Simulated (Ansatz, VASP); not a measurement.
K in VASP and in Ansatz

The input INCAR:

```
SYSTEM = K
ALGO = Normal
EDIFF = 1E-8
ENCUT = 520
GGA = PE
ISIF = 2
ISMEAR = -1
LASPH = .True.
LCHARG = .False.
LEFG = .True.
LREAL = .False.
LWAVE = .False.
NBANDS = 10
NELM = 60
PREC = Accurate
SIGMA = 0.08
```

KPOINTS

```
k-points
0
Gamma
  10 10 10
  0 0 0
```

The input POSCAR:

```
K
1.0
   -2.6180000000      2.6180000000      2.6180000000
    2.6180000000     -2.6180000000      2.6180000000
    2.6180000000      2.6180000000     -2.6180000000
K
1
Direct
    0.0000000000      0.0000000000      0.0000000000
```

Input for Ansatz:

```yaml
crystal:
  lattice:
    - [-2.618, 2.618, 2.618]
    - [2.618, -2.618, 2.618]
    - [2.618, 2.618, -2.618]
  atoms:
    - { symbol: K, position: [0.0, 0.0, 0.0] }
kpoints:
  mp_grid: { grid: [10, 10, 10] }
scf:
  occupations: { method: fermi_dirac, width: 0.08 }
hamiltonian:
  xc: pbe
  pseudopotentials: { kind: paw }
output:
  forces: true
  stress: true
  eigenvalues: true
  efg: { contact_densities: true }
basis:
  ecutwfc: 600
```

Alike in both runs: task electric field gradients; functional PBE; k mesh 10 × 10 × 10; occupations fermi-dirac, width 0.08 eV; no spin polarisation.

|  | VASP | Ansatz |
| --- | --- | --- |
| version | VASP 6.6.1 | Ansatz 0.2.0 |
| potentials or method | VASP PAW PBE potentials, release 64 (K_sv), cutoff 520 eV | PAW with Ansatz's default frozen-core files, scalar-relativistic |
| valence electrons in the cell | 9 | 9 |

|  | VASP | Ansatz | Ansatz less VASP |
| --- | --- | --- | --- |
| pressure (GPa) | 0.1 | 0.1 | +0.01 |

With one functional, cell and mesh, what is left measures potentials, basis and numerics.
